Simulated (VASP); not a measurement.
Runs of VASP 6.6.1 on Ce2O (antifluorite type). The structure is that of space group Fm-3m (No. 225), or close to it. The cells are those of the table. 

| cell | k mesh | gap on the mesh (eV) | pressure (GPa) |
| --- | --- | --- | --- |
| a = 4.209 Å, angles 60.0°, 3 atoms | 11 × 11 × 11 | none | 6.4 |
| a = 4.239 Å, angles 60.0°, 3 atoms | 11 × 11 × 11 | none | 3.9 |
| a = 4.239 Å, angles 60.0°, 3 atoms | 16 × 16 × 16 | none | 4.0 |
| a = 4.353 Å, angles 60.0°, 3 atoms | 11 × 11 × 11 | none | -3.5 |
| a = 4.209 Å, angles 60.0°, 3 atoms | 16 × 16 × 16 | none | 6.4 |
| a = 4.381 Å, angles 60.0°, 3 atoms | 11 × 11 × 11 | none | (b) |
| a = 4.325 Å, angles 60.0°, 3 atoms | 11 × 11 × 11 | none | (a) |

Alike in all rows: task single point; level PBE; potentials or basis VASP PAW PBE potentials, release 64 (Ce, O); no spin polarisation; cutoff (eV) 520; smearing fermi-dirac 0.0612256 eV.

Task: Estimate the missing entries.

Result: (a) -2.0; (b) -4.9.

Caveats: spin-orbit coupling is left out, which moves the levels of the heavy elements; the run has no spin polarisation, though such a crystal can be magnetic; semilocal functionals describe open f shells poorly, which spoils levels, moments and volumes; the cell stands under pressure (at least some runs); the cell stands under tension (at least some runs).

A k mesh can miss the band edges, and the runs leave out spin-orbit coupling on Ce.

A gap of «none» marks levels without a gap at the run's occupations.
